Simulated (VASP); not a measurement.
A run of VASP 6.6.1:

Contents of POSCAR:

```
Pt
1.0
    2.6344747735      0.0000000000      0.0000000000
   -1.3172373867      2.2815220795      0.0000000000
    0.0000000000      0.0000000000      4.5129362175
Pt
2
Direct
    0.6666666667      0.3333333333      0.7500000000
    0.3333333333      0.6666666667      0.2500000000
```

The input INCAR.step1:

```
SYSTEM = Pt
PREC = Accurate ; ENCUT = 520
ISMEAR = 0 ; SIGMA = 0.1
LREAL = .False. ; LASPH = .True.
NELM = 60 ; NBANDS = 17
GGA = PE ; ALGO = Normal
EDIFF = 1E-4 ; LWAVE = .True.
LCHARG = .False.
```

The input INCAR.step2:

```
SYSTEM = Pt
PREC = Accurate ; ENCUT = 520
EDIFF = 1E-7 ; ISMEAR = 0
SIGMA = 0.1 ; LREAL = .False.
LASPH = .True. ; NELM = 60
ALGO = Normal ; ISIF = 2
LWAVE = .False. ; LCHARG = .False.
METAGGA = R2SCAN ; LMIXTAU = .True.
NBANDS = 17 ; ISTART = 1
```

KPOINTS

```
Automatic mesh
0
Gamma
  18 18 10
  0 0 0
```

Potentials or basis: VASP PAW PBE potentials, release 64 (Pt).

Command:

```bash
$ cat potpaw_PBE.64/Pt/POTCAR > POTCAR
$ cp INCAR.step1 INCAR
$ mpirun -np 1 vasp_std > vasp.out
$ cp INCAR.step2 INCAR
$ mpirun -np 1 vasp_std > vasp.out
```

Hardware: 1 thread of Intel Xeon 6975P-C, with other jobs on the host.

**Question.** How long does it take, and how much memory?

**Answer.** Wall time 3.3 min on 1 thread of Intel Xeon 6975P-C, on a shared host, peak memory 0.22 GiB. Counts: k points 222.
